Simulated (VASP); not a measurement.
## TaSi2: relaxation of cell and atoms with LDA

TaSi2:

```
CELL_PARAMETERS angstrom
4.78390 0.00000 0.00000
-2.39195 4.14298 0.00000
0.00000 0.00000 6.57000
ATOMIC_POSITIONS crystal
Ta 0.00000 0.50000 0.33333
Ta 0.50000 0.50000 0.66667
Ta 0.50000 0.00000 0.00000
Si 0.31794 0.15897 0.33333
Si 0.15897 0.84103 0.66667
Si 0.84103 0.68206 0.00000
Si 0.68206 0.84103 0.33333
Si 0.84103 0.15897 0.66667
Si 0.15897 0.31794 0.00000
```

```yaml
Program: VASP 6.6.1
Task: relaxation of cell and atoms
Functional: LDA
Potentials_or_basis: VASP PAW LDA potentials, release 64 (Ta_pv, Si)
Cutoff: 600 eV
k_mesh: 7 × 7 × 4
Occupations: fermi-dirac, width 0.05 eV
Spin: no spin polarisation
Dipole_correction: no
Further_INCAR_settings: ALGO = Normal; EDIFF = 1e-06; IBRION = 2; EDIFFG = -0.01; NSW = 60; ISIF = 3
```

- Relaxed volume: 14.09 Å³/atom
- Relaxed cell: a = 4.734 Å, b = 4.734 Å, c = 6.532 Å, α = 90.00°, β = 90.00°, γ = 120.00°
- Space group after relaxing (to 0.05 Å): P6_422 (No. 181)
- Energy gained by relaxing: 6.4 meV/atom
- Ionic steps: 11
- Pressure after relaxing: 0.0 GPa

The path:
| step | energy change (eV) | largest force (eV/Å) | pressure (GPa) | volume (Å³) |
| --- | --- | --- | --- | --- |
| 1 | 0.0000 | 0.0642 | -5.08 | 130.21 |
| 2 | 0.0802 | 0.0260 | 9.04 | 121.76 |
| 3 | -0.0559 | 0.0502 | -0.02 | 126.83 |
| 4 | -0.0559 | 0.0498 | 0.09 | 126.77 |
| 5 | -0.0577 | 0.0317 | 0.06 | 126.71 |
| 6 | -0.0577 | 0.0343 | 0.07 | 126.72 |
| 7 | -0.0577 | 0.0348 | 0.07 | 126.72 |
| 8 | -0.0579 | 0.0112 | -0.07 | 126.81 |
| 9 | -0.0580 | 0.0055 | -0.10 | 126.83 |
| 10 | -0.0580 | 0.0039 | 0.09 | 126.71 |
| 11 | -0.0580 | 0.0008 | 0.01 | 126.77 |

Final structure:
```
CELL_PARAMETERS angstrom
4.73391 0.00000 0.00000
-2.36696 4.09969 0.00000
0.00000 0.00000 6.53181
ATOMIC_POSITIONS crystal
Ta 0.00000 0.50000 0.33333
Ta 0.50000 0.50000 0.66667
Ta 0.50000 0.00000 0.00000
Si 0.31923 0.15962 0.33333
Si 0.15962 0.84038 0.66667
Si 0.84038 0.68077 0.00000
Si 0.68077 0.84038 0.33333
Si 0.84038 0.15962 0.66667
Si 0.15962 0.31923 0.00000
```

Levels at points of the mesh, in eV from the Fermi level:
| k point | band 26 | band 27 | band 28 | band 29 | band 30 | band 31 | band 32 | band 33 |
| --- | --- | --- | --- | --- | --- | --- | --- | --- |
| (0.00, 0.00, 0.00) | -2.35 | -2.21 | -2.21 | -1.39 | 0.71 | 3.14 | 3.14 | 3.57 |
| (0.00, 0.00, 0.50) | -1.86 | -1.69 | -1.69 | 1.10 | 1.10 | 2.77 | 2.77 | 3.55 |

It took 7.2 min on 1 thread of Intel(R) Xeon(R) 6975P-C (Granite Rapids) (shared host), peak memory 0.3 GiB.

Caveat: spin-orbit coupling is left out, which moves the levels of the heavy elements. LDA usually gives volumes a few per cent too small.
